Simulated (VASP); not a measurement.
Set up this calculation in VASP 6.6.1, as the native input.

```
Task                   : single point
Functional             : PBE
Potentials or basis    : VASP PAW PBE potentials, release 64 (Rh_pv)
Cutoff                 : 520 eV
k mesh                 : 22 × 22 × 22
Occupations            : gaussian, width 0.15 eV
Spin                   : collinear spin, ferromagnetic start
Starting moments       : [1.0] μB
Fixed moment           : 1 μB
Dipole correction      : no
Further INCAR settings : ALGO = Fast; EDIFF = 1e-06; NBANDS = 18
```

The structure of Rh lies in POSCAR:

```
Rh
1.0
    0.0000000000      1.9150524221      1.9150524221
    1.9150524221      0.0000000000      1.9150524221
    1.9150524221      1.9150524221      0.0000000000
Rh
1
Direct
    0.0000000000      0.0000000000      0.0000000000
```

One way to write it, as run:

INCAR

```
PREC = Accurate
ENCUT = 520
EDIFF = 1E-6
ISMEAR = 0
SIGMA = 0.15
LREAL = False
LASPH = True
NELM = 150
ALGO = Fast
ISIF = 2
LWAVE = False
LCHARG = False
ISPIN = 2
MAGMOM = 1
LORBIT = 11
NUPDOWN = 1.0
LMAXMIX = 4
GGA = PE
NBANDS = 18
```

KPOINTS

```
regular mesh
0
Gamma
  22 22 22
```

Potentials or basis: VASP PAW PBE potentials, release 64 (Rh_pv).

Launch:

```sh
$ cat potpaw_PBE.64/Rh_pv/POTCAR > POTCAR
$ mpirun -np 1 vasp_std > vasp.out
```

It gave:

The pressure is 7.1 GPa. The net moment is 1.00 μB per cell and the site moments are Rh +0.99 μB. The valence electrons inside the program's atomic spheres are Rh 13.76.

Caveat: the cell stands under pressure; the total moment is fixed, so each spin has its own Fermi level and the state may be an excited one.

It took 76 s on 1 thread of AMD EPYC 9R45 96-Core Processor (Zen 5) (shared host), peak memory 0.19 GiB.
